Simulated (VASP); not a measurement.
# WS2 (P6_3/mmc) in VASP: notebook, part 2 of 2

VASP 6.6.1.

**3. Single point, r2SCAN**

Input file POSCAR:

```
WS2
1.0
    3.1822015400      0.0000000000      0.0000000000
   -1.5911007700      2.7558673700      0.0000000000
    0.0000000000      0.0000000000     13.0629547400
W S
2 4
Direct
    0.3333333300      0.6666666700      0.2500000000
    0.6666666700      0.3333333300      0.7500000000
    0.3333333300      0.6666666700      0.6305972800
    0.6666666700      0.3333333300      0.1305972800
    0.3333333300      0.6666666700      0.8694027200
    0.6666666700      0.3333333300      0.3694027200
```

Input file INCAR.step1:

```
SYSTEM = WS2
  PREC = Accurate
  ENCUT = 550
  ISMEAR = -1
  SIGMA = 0.02
  LREAL = .FALSE.
  LASPH = .TRUE.
  NELM = 120
  NBANDS = 35
  GGA = PE
  ALGO = Normal
  EDIFF = 1E-5
  LWAVE = .TRUE.
  LCHARG = .FALSE.
  GGA_COMPAT = .FALSE.
```

Input file INCAR.step2:

```
SYSTEM = WS2
  PREC = Accurate
  ENCUT = 550
  EDIFF = 1E-6
  ISMEAR = -1
  SIGMA = 0.02
  LREAL = .FALSE.
  LASPH = .TRUE.
  NELM = 120
  ALGO = Normal
  ISIF = 2
  LWAVE = .FALSE.
  LCHARG = .FALSE.
  METAGGA = R2SCAN
  LMIXTAU = .TRUE.
  NBANDS = 35
  ISTART = 1
  GGA_COMPAT = .FALSE.
```

Input file KPOINTS:

```
regular mesh
0
G
  12 12 2
  0 0 0
```

Potentials or basis: VASP PAW PBE potentials, release 64 (W_sv, S).

The run is started by

```sh
cat potpaw_PBE.64/W_sv/POTCAR potpaw_PBE.64/S/POTCAR > POTCAR
cp INCAR.step1 INCAR
mpirun -np 1 vasp_std > vasp.out
cp INCAR.step2 INCAR
mpirun -np 1 vasp_std > vasp.out
```

OUTCAR:

```text
SYSTEM = WS2
   PREC = Accurate
   ENCUT = 550
   EDIFF = 1E-6
   ISMEAR = -1
   LREAL = .FALSE.
   LASPH = .TRUE.
   NELM = 120
   ISIF = 2
   METAGGA = R2SCAN
   ISTART = 1

 ion  position               nearest neighbor table
   1  0.333  0.667  0.250-   4 2.41   6 2.41   4 2.41   6 2.41   4 2.41   6 2.41
   2  0.667  0.333  0.750-   3 2.41   5 2.41   3 2.41   5 2.41   3 2.41   5 2.41
   3  0.333  0.667  0.631-   2 2.41   2 2.41   2 2.41
   4  0.667  0.333  0.131-   1 2.41   1 2.41   1 2.41
   5  0.333  0.667  0.869-   2 2.41   2 2.41   2 2.41
   6  0.667  0.333  0.369-   1 2.41   1 2.41   1 2.41

  LATTYP: Found a hexagonal cell.
 ALAT       =     3.1822015400
 C/A-ratio  =     4.1050054737

  Lattice vectors:

 A1 = (   3.1822015400,   0.0000000000,   0.0000000000)
 A2 = (  -1.5911007700,   2.7558673700,   0.0000000000)
 A3 = (   0.0000000000,   0.0000000000,  13.0629547400)

Analysis of symmetry for initial positions (statically):
=====================================================================
 Subroutine PRICEL returns:
 Original cell was already a primitive cell.

 Routine SETGRP: Setting up the symmetry group for a
 hexagonal supercell.

 Subroutine GETGRP returns: Found 24 space group operations
 (whereof 12 operations were pure point group operations)
 out of a pool of 24 trial point group operations.

The static configuration has the point symmetry D_3d.
 The point group associated with its full space group is D_6h.

Analysis of symmetry for dynamics (positions and initial velocities):
=====================================================================
 Subroutine PRICEL returns:
 Original cell was already a primitive cell.

 Routine SETGRP: Setting up the symmetry group for a
 hexagonal supercell.

 Subroutine GETGRP returns: Found 24 space group operations
 (whereof 12 operations were pure point group operations)
 out of a pool of 24 trial point group operations.

The dynamic configuration has the point symmetry D_3d.
 The point group associated with its full space group is D_6h.

 Subroutine INISYM returns: Found 24 space group operations
 (whereof 12 operations are pure point group operations),
 and found     1 'primitive' translations

----------------------------------------------------------------------------------------

                                     Primitive cell

  volume of cell :     114.5585

  direct lattice vectors                    reciprocal lattice vectors
     3.182201540  0.000000000  0.000000000     0.314247852  0.181431082  0.000000000
    -1.591100770  2.755867370  0.000000000     0.000000000  0.362862165  0.000000000
     0.000000000  0.000000000 13.062954740     0.000000000  0.000000000  0.076552359

  length of vectors
     3.182201540  3.182201537 13.062954740     0.362862165  0.362862165  0.076552359

  position of ions in fractional coordinates (direct lattice)
     0.333333330  0.666666670  0.250000000
     0.666666670  0.333333330  0.750000000
     0.333333330  0.666666670  0.630597280
     0.666666670  0.333333330  0.130597280
     0.333333330  0.666666670  0.869402720
     0.666666670  0.333333330  0.369402720

  ion indices of the primitive-cell ions
   primitive index   ion index
                 1           1
[... 31 lines left out ...]

 Following reciprocal coordinates:
            Coordinates               Weight
  0.000000  0.000000  0.000000      1.000000
  0.083333  0.000000  0.000000      6.000000
  0.166667  0.000000  0.000000      6.000000
  0.250000  0.000000  0.000000      6.000000
  0.333333  0.000000  0.000000      6.000000
  0.416667  0.000000  0.000000      6.000000
[... 16 lines left out ...]
  0.250000  0.000000  0.500000      6.000000
  0.333333  0.000000  0.500000      6.000000
 [... further k-points ...]
   k-points           NKPTS =     38   k-points in BZ     NKDIM =     38   number of bands    NBANDS=     35
   number of dos      NEDOS =    301   number of ions     NIONS =      6
   total plane-waves  NPLWV =  57600
   dimension x,y,z NGX =    24 NGY =   24 NGZ =  100
   dimension x,y,z NGXF=    48 NGYF=   48 NGZF=  200
   ions per type =               2   4
   NGX,Y,Z   is equivalent  to a cutoff of  12.54, 12.54, 12.73 a.u.
   NGXF,Y,Z  is equivalent  to a cutoff of  25.08, 25.08, 25.45 a.u.
 SYSTEM =  WS2
   PREC   = accura    normal or accurate (medium, high low for compatibility)
   ISTART =      1    job   : 0-new  1-cont  2-samecut
   ICHARG =      0    charge: 1-file 2-atom 10-const
   ISPIN  =      1    spin polarized calculation?
   LNONCOLLINEAR =      F non collinear calculations
   LSORBIT =      F    spin-orbit coupling
   LASPH  =      T    aspherical Exc in radial PAW
   ENCUT  =  550.0 eV  40.42 Ry    6.36 a.u.   6.09  6.09 24.98*2*pi/ulx,y,z
   NELM   =    120;   NELMIN=  2; NELMDL=  0     # of ELM steps
   EDIFF  = 0.1E-05   stopping-criterion for ELM
   LREAL  =      F    real-space projection
   EDIFFG = 0.1E-04   stopping-criterion for IOM
   NSW    =      0    number of steps for IOM
   IBRION =     -1    ionic relax: 0-MD 1-quasi-New 2-CG
   NFREE  =      0    steps in history (QN), initial steepest desc. (CG)
   ISIF   =      2    stress and relaxation
   ISYM   =      2    0-nonsym 1-usesym 2-fastsym
   POTIM  = 0.5000    time-step for ionic-motion
   TEBEG  =    0.0;   TEEND  =   0.0 temperature during run
   PSTRESS=    0.0 pullay stress
   NELECT =      52.0000    total number of electrons
   NUPDOWN=      -1.0000    fix difference up-down
   EMIN   =  10.00;   EMAX   =-10.00  energy-range for DOS
   EFERMI =   0.00;   METHOD = LEGACY
   ISMEAR =    -1;   SIGMA  =   0.02  broadening in eV -4-tet -1-fermi 0-gaus
   EFERMI_NEDOS =   21; number of points for ismear=-14 and -15
   IALGO  =     38    algorithm
   IMIX   =      4    mixing-type and parameters
     AMIX     =   0.40;   BMIX     =  1.00
     AMIX_MAG =   1.60;   BMIX_MAG =  1.00
  volume/ion in A,a.u.               =      19.09       128.85
  Fermi-wavevector in a.u.,A,eV,Ry     =   1.258153  2.377565 21.537330  1.582949
  Thomas-Fermi vector in A             =   2.391777
   LORBIT       =      0    0 simple, 1 ext, 2 COOP (PROOUT), +10 PAW based schemes
   METAGGA = R2SCAN    functional components
   LHFCALC =     F    Hartree Fock is set to
   AEXX    =    0.0000 exact exchange contribution
   IVDW    =     0    specifies the selected vdW correction
   LEPSILON=     F    determine dielectric tensor
   LRPA    =     F    only Hartree local field effects (RPA)
 non-spin polarized calculation
  energy-cutoff  :      550.00
  volume of cell :      114.56
 maximum number of plane-waves:      3392
   NGX = 13   NGY = 13   NGZ = 49

 number of electron      52.0000006 magnetization

 Free energy of the ion-electron system (eV)
  ---------------------------------------------------
  ext. energy  EPLUGINS =         0.00000000
  ---------------------------------------------------
  free energy    TOTEN  =      -140.16705701 eV

  energy without entropy =     -140.16705701  energy(sigma->0) =     -140.16705701

 E-fermi :   6.7038     XC(G=0): -11.1317

 val. band max:        6.3053668924   @ k =   0.0000   0.0000   0.0000
 cond. band min:       7.6833324080   @ k =   0.1667   0.1667   0.0000
 fundamental gap:      1.3779655156
 Fermi energy:         6.7038412432

 k-point     1 :       0.0000    0.0000    0.0000
  band No.  band energies     occupation
      1     -70.1831      2.00000
      2     -70.1831      2.00000
      3     -33.7704      2.00000
      4     -33.7704      2.00000
      5     -33.6169      2.00000
      6     -33.6169      2.00000
[... 901 lines left out ...]
     34      10.5062      0.00000
     35      12.9013      0.00000

 [... further k-points ...]

------------------------ aborting loop because EDIFF is reached ----------------------------------------

  FORCE on cell =-STRESS in cart. coord.  units (eV):
  Direction    XX          YY          ZZ          XY          YZ          ZX
  --------------------------------------------------------------------------------------
  -------------------------------------------------------------------------------------
  Total        0.0943512      0.0943512      0.0370474      0.0000000      0.0000000      0.0000000
  in kB        1.3195643      1.3195643      0.5181326      0.0000000      0.0000000      0.0000000
  external PRESSURE =       1.0524204 kB  Pullay stress =       0.0000000 kB

 VOLUME and BASIS-vectors are now :
 -----------------------------------------------------------------------------
  energy-cutoff  :      550.00
  volume of cell :      114.56
      direct lattice vectors                 reciprocal lattice vectors
     3.182201540  0.000000000  0.000000000     0.314247852  0.181431082  0.000000000
    -1.591100770  2.755867370  0.000000000     0.000000000  0.362862165  0.000000000
     0.000000000  0.000000000 13.062954740     0.000000000  0.000000000  0.076552359

 POSITION                                       TOTAL-FORCE (eV/Angst)
 -----------------------------------------------------------------------------------
     -0.00000      1.83724      3.26574         0.000000     -0.000000      0.000000
      1.59110      0.91862      9.79722        -0.000000      0.000000      0.000000
     -0.00000      1.83724      8.23746         0.000000      0.000000     -0.010945
      1.59110      0.91862      1.70599        -0.000000      0.000000     -0.010945
     -0.00000      1.83724     11.35697         0.000000      0.000000      0.010945
      1.59110      0.91862      4.82549        -0.000000     -0.000000      0.010945
 -----------------------------------------------------------------------------------
    total drift:                               -0.000010      0.000006     -0.000000

  FREE ENERGIE OF THE ION-ELECTRON SYSTEM (eV)
  ---------------------------------------------------
  free  energy   TOTEN  =      -140.1670570130 eV

  energy  without entropy=     -140.1670570130  energy(sigma->0) =     -140.16705701
```

Run time: 13 min. Hardware: 1 thread of Intel Xeon 8259CL, shared host; peak memory 0.33 GiB.

Results:

| Item | Value |
| --- | --- |
| Free energy | -140.1671 eV |
| Pressure | 0.1 GPa |
| Largest force | 0.011 eV/Å |
| Band gap on the k mesh | 1.38 eV (least direct gap 1.88 eV) |

Forces in eV/Å, atoms in the order of the input:
```
W    0.000  0.000  0.000
W    0.000  0.000  0.000
S    0.000  0.000 -0.011
S    0.000  0.000 -0.011
S    0.000  0.000  0.011
S    0.000  0.000  0.011
```

Stress tensor (GPa, compression positive):
```
0.13 0.00 0.00
0.00 0.13 0.00
0.00 0.00 0.05
```

Caveat: the PAW data sets were made with another functional, which shifts forces and pressure a little; spin-orbit coupling is left out, which moves the levels of the heavy elements. r2SCAN opens gaps a little over a GGA but as a rule still falls short of measured ones.
